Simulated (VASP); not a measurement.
Runs of VASP 6.6.1 on SrO. The structure is that of space group Fm-3m (No. 225), or close to it. The cells are those of the table. 

```tsv
task	cell	gap on the mesh (eV)	pressure (GPa)
electric field gradients	a = 3.671, b = 3.671, c = 3.634 Å, angles 60.3, 60.3, 59.3°, 2 atoms	3.07	-5.1
electric field gradients	a = 3.671, b = 3.671, c = 3.707 Å, angles 59.7, 59.7, 60.7°, 2 atoms	(b)	-6.6
electric field gradients	a = 3.652, b = 3.652, c = 3.634 Å, angles 60.2, 60.2, 59.7°, 2 atoms	3.08	-4.3
single point	a = 3.652, b = 3.652, c = 3.634 Å, angles 60.2, 60.2, 59.7°, 2 atoms	3.08	-4.3
single point	a = 3.689, b = 3.689, c = 3.743 Å, angles 59.5, 59.5, 61.0°, 2 atoms	3.00	(a)
```

Alike in all rows: level LDA; potentials or basis VASP PAW LDA potentials, release 64 (Sr_sv, O); no spin polarisation; k mesh 8 × 8 × 8; cutoff (eV) 520; smearing fermi-dirac 0.02 eV.

**Question.** Estimate the missing entries.

**Answer.** (a) -7.9; (b) 3.03.

Caveats: the cell stands under tension.

A k mesh can miss the band edges, and the runs leave out spin-orbit coupling on Sr.
